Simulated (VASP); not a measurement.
Write the native input for VASP 6.6.1 that does the following.

- Task: single point
- Functional: HSE06
- Potentials or basis: VASP PAW PBE potentials, release 64 (F, Li_sv, Na_pv)
- Cutoff: 650 eV
- k mesh: 1 × 1 × 1
- Occupations: fermi-dirac, width 0.05 eV
- Spin: no spin polarisation
- Dipole correction: no
- Grid for exact exchange (PRECFOCK): Fast
- Further INCAR settings: LREAL = Auto; ALGO = Normal; EDIFF = 1e-06; NBANDS = 214
- Share of exact exchange: 0.25
- Screening parameter: 0.2079 1/Å

NaLi3F4:

```
F Li Na
1.0
     8.40002    0.00000    0.00000
     0.00000    8.40002    0.00000
     0.00000    0.00000    8.40002
F Li Na
32 24 8
Direct
  0.24687 0.01590 0.98341
  0.24901 0.01294 0.51474
  0.23370 0.48381 0.99662
  0.24544 0.48588 0.50052
  0.75081 0.01387 0.99516
  0.75318 0.99067 0.50599
  0.76500 0.48681 0.99873
  0.75628 0.50908 0.50290
  0.00114 0.24542 0.99418
  0.01073 0.24787 0.50429
  0.99904 0.75890 0.99510
  0.99074 0.75182 0.50385
  0.49427 0.23556 0.98201
  0.48727 0.24786 0.51593
  0.50050 0.76804 0.98359
  0.51246 0.75326 0.51579
  0.98676 0.99948 0.25238
  0.99703 0.00090 0.74825
  0.99512 0.49916 0.25488
  0.99853 0.49884 0.74677
  0.51799 0.00000 0.26400
  0.50516 0.00056 0.74485
  0.51431 0.49977 0.26771
  0.50265 0.50026 0.73648
  0.23232 0.26415 0.24408
  0.24444 0.25432 0.75085
  0.23385 0.73169 0.25021
  0.24528 0.74081 0.74875
  0.76621 0.25189 0.23697
  0.75459 0.25188 0.76047
  0.76607 0.74651 0.26217
  0.75412 0.74791 0.74045
  0.99523 0.00427 0.99142
  0.99510 0.99981 0.50590
  0.99893 0.48959 0.99488
  0.99849 0.49912 0.50387
  0.50746 0.00801 0.97495
  0.50794 0.99962 0.51191
  0.50197 0.49895 0.50631
  0.23931 0.24986 0.98899
  0.24533 0.25176 0.51212
  0.76247 0.24799 0.99506
  0.75541 0.74987 0.50513
  0.24516 0.01015 0.74864
  0.22521 0.49173 0.25715
  0.24168 0.49548 0.74492
  0.75660 0.00078 0.25169
  0.75418 0.00065 0.74821
  0.76218 0.50012 0.25764
  0.75619 0.49991 0.74482
  0.99899 0.25016 0.24585
  0.00045 0.24987 0.75015
  0.99353 0.74796 0.25622
  0.99780 0.74987 0.74748
  0.49610 0.24961 0.74869
  0.50659 0.75180 0.74324
  0.49936 0.49610 0.99776
  0.24741 0.74986 0.99711
  0.25047 0.74895 0.50189
  0.75030 0.24988 0.50001
  0.75218 0.75081 0.00017
  0.24804 0.00363 0.24907
  0.49779 0.24988 0.24750
  0.50426 0.74987 0.25397
```

One way to write it, as run:

POSCAR

```
NaLi3F4
1.0
    8.4000170000      0.0000000000      0.0000000000
    0.0000000000      8.4000170000      0.0000000000
    0.0000000000      0.0000000000      8.4000170000
F Li Na
32 24 8
Direct
    0.2468720000      0.0159010000      0.9834130000
    0.2490150000      0.0129390000      0.5147350000
    0.2336990000      0.4838060000      0.9966250000
    0.2454440000      0.4858780000      0.5005150000
    0.7508080000      0.0138740000      0.9951600000
    0.7531770000      0.9906700000      0.5059920000
    0.7650000000      0.4868140000      0.9987330000
    0.7562770000      0.5090790000      0.5029010000
    0.0011440000      0.2454220000      0.9941770000
    0.0107340000      0.2478690000      0.5042920000
    0.9990440000      0.7589030000      0.9950970000
    0.9907350000      0.7518230000      0.5038500000
    0.4942680000      0.2355590000      0.9820090000
    0.4872670000      0.2478600000      0.5159340000
    0.5005050000      0.7680350000      0.9835850000
    0.5124600000      0.7532630000      0.5157920000
    0.9867590000      0.9994790000      0.2523760000
    0.9970300000      0.0009000000      0.7482450000
    0.9951160000      0.4991550000      0.2548810000
    0.9985300000      0.4988360000      0.7467740000
    0.5179920000      0.0000040000      0.2639990000
    0.5051640000      0.0005600000      0.7448460000
    0.5143120000      0.4997650000      0.2677120000
    0.5026520000      0.5002580000      0.7364760000
    0.2323160000      0.2641540000      0.2440820000
    0.2444390000      0.2543220000      0.7508520000
    0.2338520000      0.7316910000      0.2502110000
    0.2452820000      0.7408050000      0.7487480000
    0.7662110000      0.2518860000      0.2369710000
    0.7545880000      0.2518830000      0.7604700000
    0.7660730000      0.7465130000      0.2621670000
    0.7541240000      0.7479090000      0.7404510000
    0.9952260000      0.0042730000      0.9914200000
    0.9951030000      0.9998140000      0.5058980000
    0.9989260000      0.4895940000      0.9948760000
    0.9984920000      0.4991220000      0.5038690000
    0.5074560000      0.0080060000      0.9749520000
    0.5079380000      0.9996250000      0.5119050000
    0.5019730000      0.4989460000      0.5063080000
    0.2393150000      0.2498640000      0.9889910000
    0.2453350000      0.2517640000      0.5121220000
    0.7624720000      0.2479900000      0.9950610000
    0.7554090000      0.7498730000      0.5051250000
    0.2451600000      0.0101500000      0.7486440000
    0.2252150000      0.4917320000      0.2571480000
    0.2416810000      0.4954820000      0.7449250000
    0.7566020000      0.0007800000      0.2516890000
    0.7541780000      0.0006530000      0.7482130000
    0.7621780000      0.5001180000      0.2576360000
    0.7561860000      0.4999120000      0.7448250000
    0.9989860000      0.2501550000      0.2458540000
    0.0004500000      0.2498660000      0.7501510000
    0.9935300000      0.7479650000      0.2562210000
    0.9977980000      0.7498650000      0.7474780000
    0.4961030000      0.2496090000      0.7486910000
    0.5065930000      0.7517990000      0.7432400000
    0.4993610000      0.4961000000      0.9977560000
    0.2474080000      0.7498620000      0.9971130000
    0.2504730000      0.7489540000      0.5018950000
    0.7503030000      0.2498750000      0.5000150000
    0.7521800000      0.7508070000      0.0001710000
    0.2480440000      0.0036330000      0.2490730000
    0.4977940000      0.2498750000      0.2474990000
    0.5042580000      0.7498720000      0.2539740000
```

INCAR.step1

```
ALGO = Normal
EDIFF = 1E-5
ENCUT = 650
GGA = PE
GGA_COMPAT = False
ISIF = 2
ISMEAR = -1
LASPH = True
LCHARG = False
LREAL = Auto
LWAVE = True
NBANDS = 214
NCORE = 4
NELM = 120
PREC = Accurate
SIGMA = 0.05
```

INCAR.step2

```
ALGO = Normal
EDIFF = 1E-6
ENCUT = 650
GGA = PE
GGA_COMPAT = False
HFSCREEN = 0.2079
ISIF = 2
ISMEAR = -1
ISTART = 1
LASPH = True
LCHARG = False
LHFCALC = True
LREAL = Auto
LWAVE = False
NBANDS = 214
NCORE = 4
NELM = 120
PREC = Accurate
PRECFOCK = Fast
SIGMA = 0.05
```

KPOINTS

```
k-points
0
Gamma
  1 1 1
```

Potentials or basis: VASP PAW PBE potentials, release 64 (F, Li_sv, Na_pv).

The run is started by

```bash
$ cat potpaw_PBE.64/F/POTCAR potpaw_PBE.64/Li_sv/POTCAR potpaw_PBE.64/Na_pv/POTCAR > POTCAR
$ cp INCAR.step1 INCAR
$ mpirun -np 4 vasp_gam > vasp.out
$ cp INCAR.step2 INCAR
$ mpirun -np 4 vasp_gam > vasp.out
```

Results of the run:

- Pressure: -0.3 GPa
- Largest force: 0.030 eV/Å
- Band gap on the k mesh: 10.12 eV

Caveat: the k points lie up to 0.75 Å⁻¹ apart; the PAW data sets were made with another functional, which shifts forces and pressure a little; an odd mesh through Γ misses points on the zone boundary, where band edges can lie.

Run time: 4.8 min on 4 MPI ranks on AMD EPYC 7R43 64-Core Processor (Zen 3), on a shared host, peak memory 0.37 GiB a rank.
